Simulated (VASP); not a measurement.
Input of a VASP 6.6.1 run:

The input INCAR:

```
SYSTEM = BP
PREC     = Accurate       ! precision mode
ENCUT    = 520            ! plane-wave cutoff, eV
EDIFF    = 1E-6           ! SCF threshold, eV
ISMEAR   = -1             ! smearing method
SIGMA    = 0.02           ! smearing width, eV
LREAL    = .FALSE.        ! projectors in reciprocal space
LASPH    = .TRUE.         ! aspherical terms in the spheres
NELM     = 80             ! most SCF steps
ALGO     = Normal         ! electronic algorithm
ISIF     = 2              ! what is computed and relaxed
LWAVE    = .FALSE.        ! write WAVECAR
LCHARG   = .TRUE.         ! write CHGCAR
GGA      = PE             ! functional
LELF     = .TRUE.         ! ELF
LVHAR    = .TRUE.       
NBANDS   = 11             ! bands
```

File KPOINTS:

```
regular mesh
0
G
  8 8 8
  0 0 0
```

Contents of POSCAR:

```
BP
1.0
    0.0000000000      2.1554244777      2.1554244777
    2.1554244777      0.0000000000      2.1554244777
    2.1554244777      2.1554244777      0.0000000000
B P
1 1
Direct
    0.0000000000      0.0000000000      0.0000000000
    0.5000000000      0.5000000000      0.5000000000
```

Potentials or basis: VASP PAW PBE potentials, release 64 (B, P).

Command:

```sh
$ cat potpaw_PBE.64/B/POTCAR potpaw_PBE.64/P/POTCAR > POTCAR
$ mpirun -np 1 vasp_std > vasp.out
```

Q: What does it give for the pressure?

A: -0.4 GPa.

Q: Predict the band gap on the k mesh.

A: Zero (band 4 reaches 11.10 eV, above the bottom of band 5 at 6.99 eV).
